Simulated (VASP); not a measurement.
Wanted: the native input for a VASP 6.6.1 run.

```
Task                   : single point
Functional             : PBE
Potentials or basis    : VASP PAW PBE potentials, release 64 (Cu)
Cutoff                 : 520 eV
k mesh                 : 24 × 24 × 24
Occupations            : gaussian, width 0.15 eV
Spin                   : no spin polarisation
Dipole correction      : no
Further INCAR settings : ALGO = Fast; EDIFF = 1e-06; NBANDS = 12
```

The structure of Cu lies in POSCAR:

```
Cu
1.0
    0.0000000000      1.7009226222      2.0411071466
    1.7009226222      0.0000000000      2.0411071466
    1.7009226222      1.7009226222      0.0000000000
Cu
1
Direct
    0.0000000000      0.0000000000      0.0000000000
```

This cell differs from its parent crystal: ratio of the length along z to the lengths across it x 1.2, volume and fractional coordinates fixed.

The input as run:

INCAR

```
SYSTEM = Cu
ALGO = Fast
EDIFF = 1E-6
ENCUT = 520
GGA = PE
ISIF = 2
ISMEAR = 0
LASPH = .True.
LCHARG = .True.
LELF = .True.
LREAL = .False.
LVHAR = .True.
LWAVE = .False.
NBANDS = 12
NELM = 100
PREC = Accurate
SIGMA = 0.15
```

KPOINTS

```
k-points
0
Gamma
  24 24 24
  0 0 0
```

Potentials or basis: VASP PAW PBE potentials, release 64 (Cu).

The run is started by

```bash
$ cat potpaw_PBE.64/Cu/POTCAR > POTCAR
$ mpirun -np 1 vasp_std > vasp.out
```

It gave:

```json
{
 "Pressure": "4.6 GPa"
}
```

Run time: 100 s on 1 thread of Intel(R) Xeon(R) Platinum 8375C CPU @ 2.90GHz (Ice Lake), with other jobs on the host, peak memory 0.25 GiB.
